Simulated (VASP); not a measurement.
A run of VASP 6.6.1 is set up as follows.

INCAR

```
PREC = Accurate
ENCUT = 520
EDIFF = 1E-6
ISMEAR = 0
SIGMA = 0.1
LREAL = F
LASPH = T
NELM = 80
ALGO = Normal
ISIF = 2
LWAVE = F
LCHARG = T
GGA = PE
LELF = T
LVHAR = T
NBANDS = 42
```

Contents of KPOINTS:

```
regular mesh
0
Gamma
  8 8 8
```

File POSCAR:

```
LuTi3F
1.0
    4.4020663828      0.0000000000      0.0000000000
    0.0000000000      4.4020663828      0.0000000000
    0.0000000000      0.0000000000      4.4020663828
Lu Ti F
1 3 1
Direct
    0.5000000000      0.5000000000      0.5000000000
    0.5000000000      0.0000000000      0.0000000000
    0.0000000000      0.5000000000      0.0000000000
    0.0000000000      0.0000000000      0.5000000000
    0.0000000000      0.0000000000      0.0000000000
```

Potentials or basis: VASP PAW PBE potentials, release 64 (Lu, Ti_sv, F).

Launch:

```console
$ cat potpaw_PBE.64/Lu/POTCAR potpaw_PBE.64/Ti_sv/POTCAR potpaw_PBE.64/F/POTCAR > POTCAR
$ mpirun -np 1 vasp_std > vasp.out
```

Q: Estimate the band gap on the k mesh.

A: Zero (bands 34 and 35 overlap by 0.90 eV).

Q: Estimate the pressure.

A: 0.3 GPa.

Caveat: spin-orbit coupling is left out, which moves the levels of the heavy elements.
